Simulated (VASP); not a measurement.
Runs of VASP 6.6.1 on WSe2. The structure is trigonal, space group R3m (No. 160). Conventional cell: a = 3.302 Å, b = 3.302 Å, c = 19.739 Å, α = 90.00°, β = 90.00°, γ = 120.00°. Within 3.4 Å of W (site symmetry 3m) lie 6 Se at 2.53 Å and 6 W at 3.30 Å. Se (site symmetry 3m) has 3 W at 2.53 Å and 7 Se at 3.30 to 3.33 Å within 3.4 Å. Within 3.4 Å of Se (site symmetry 3m) lie 3 W at 2.53 Å and 7 Se at 3.30 to 3.33 Å. 

| level | potentials or basis | k mesh | cutoff (eV) | smearing | gap on the mesh (eV) | pressure (GPa) | largest force (eV/Å) |
| --- | --- | --- | --- | --- | --- | --- | --- |
| r2SCAN+D4 | VASP PAW PBE potentials, release 64 (W_sv, Se) | 6 × 6 × 6 | 550 | gaussian 0.01 eV | 1.20 | 0.5 | 0.02 |
| LDA | VASP PAW LDA potentials, release 64 (W_sv, Se) | 6 × 6 × 6 | 500 | gaussian 0.01 eV | 1.02 | -3.5 | 0.17 |
| r2SCAN | VASP PAW PBE potentials, release 64 (W_sv, Se) | 6 × 6 × 6 | 550 | gaussian 0.05 eV | 1.20 | 1.6 | 0.01 |
| r2SCAN | VASP PAW PBE potentials, release 64 (W_sv, Se) | 6 × 6 × 6 | 550 | fermi-dirac 0.2 eV | 1.20 | (b) | 0.01 |
| r2SCAN | VASP PAW PBE potentials, release 64 (W_sv, Se) | 4 × 4 × 4 | 550 | gaussian 0.01 eV | 1.51 | (a) | 0.05 |

Alike in all rows: task single point; no spin polarisation; cell as given.

**Question.** Fill in the values left out.

**Answer.** (a) 1.3; (b) 1.7.

Caveats: some runs use coarse meshes; spin-orbit coupling is left out, which moves the levels of the heavy elements; the PAW data sets were made with another functional, which shifts forces and pressure a little (at least some runs); the cell stands under tension (at least some runs).

A k mesh can miss the band edges, and the runs leave out spin-orbit coupling on Se, W.
